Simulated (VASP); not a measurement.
Li, 3 atoms in the cell. The structure is trigonal, space group R-3m (No. 166). Conventional cell: a = 3.101 Å, b = 3.101 Å, c = 22.765 Å, α = 90.00°, β = 90.00°, γ = 120.00°. Within 4.1 Å of Li (site symmetry -3m) lie 12 Li at 3.10 Å. Within 4.1 Å of Li (site symmetry 3m) lie 12 Li at 3.09 to 3.10 Å. 

| Item | Value |
| --- | --- |
| Program | VASP 6.6.1 |
| Task | single point |
| Functional | PBE |
| Potentials or basis | VASP PAW PBE potentials, release 64 (Li_sv) |
| Cutoff | 520 eV |
| k mesh | 12 × 12 × 12 |
| Occupations | gaussian, width 0.05 eV |
| Spin | no spin polarisation |
| Dipole correction | no |
| Further INCAR settings | ALGO = Normal; EDIFF = 1e-06; NBANDS = 12 |

Potentials or basis: VASP PAW PBE potentials, release 64 (Li_sv).

Run with:

```sh
$ cat potpaw_PBE.64/Li_sv/POTCAR > POTCAR
$ mpirun -np 1 vasp_std > vasp.out
```

Hardware: 1 thread of Intel Xeon 8259CL, on a shared host.

Problem. Estimate the wall time of this run.

Solution. Wall time 2.2 min on 1 thread of Intel Xeon 8259CL, on a shared host, peak memory 0.24 GiB. Counts: scf iterations 11, k points 189.
